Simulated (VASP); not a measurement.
Wanted: the native input for a VASP 6.6.1 run.

```yaml
Task: single point
Functional: PBEsol
Potentials_or_basis: VASP PAW PBE potentials, release 64 (Si, Ni)
Cutoff: 520 eV
k_mesh: 14 × 14 × 14
Occupations: gaussian, width 0.1 eV
Spin: no spin polarisation
Dipole_correction: no
Further_INCAR_settings: ALGO = Normal; EDIFF = 1e-07; NBANDS = 16
```

The structure of Si2Ni lies in POSCAR:

```
Si2Ni
1.0
    0.0000000000      2.5900190037      2.5900190037
    2.5900190037      0.0000000000      2.5900190037
    2.5900190037      2.5900190037      0.0000000000
Si Ni
2 1
Direct
    0.2500000000      0.2500000000      0.2500000000
    0.7500000000      0.7500000000      0.7500000000
    0.0000000000      0.0000000000      0.0000000000
```

One way to write it, as run:

INCAR

```
SYSTEM = Si2Ni
PREC = Accurate
ENCUT = 520
EDIFF = 1E-7
ISMEAR = 0
SIGMA = 0.1
LREAL = .FALSE.
LASPH = .TRUE.
NELM = 100
ALGO = Normal
ISIF = 2
LWAVE = .FALSE.
LCHARG = .FALSE.
GGA = PS
NBANDS = 16
```

KPOINTS

```
regular mesh
0
G
  14 14 14
  0 0 0
```

Potentials or basis: VASP PAW PBE potentials, release 64 (Si, Ni).

Launch:

```sh
$ cat potpaw_PBE.64/Si/POTCAR potpaw_PBE.64/Ni/POTCAR > POTCAR
$ mpirun -np 1 vasp_std > vasp.out
```

It gave:

The pressure is 25.1 GPa and the band gap on the k mesh is zero (bands 9 and 10 overlap by 2.12 eV).

Caveat: the cell stands under pressure; the PAW data sets were made with another functional, which shifts forces and pressure a little.

Run time: 26 s on 1 thread of Intel(R) Xeon(R) 6975P-C (Granite Rapids), on a shared host, peak memory 0.19 GiB.
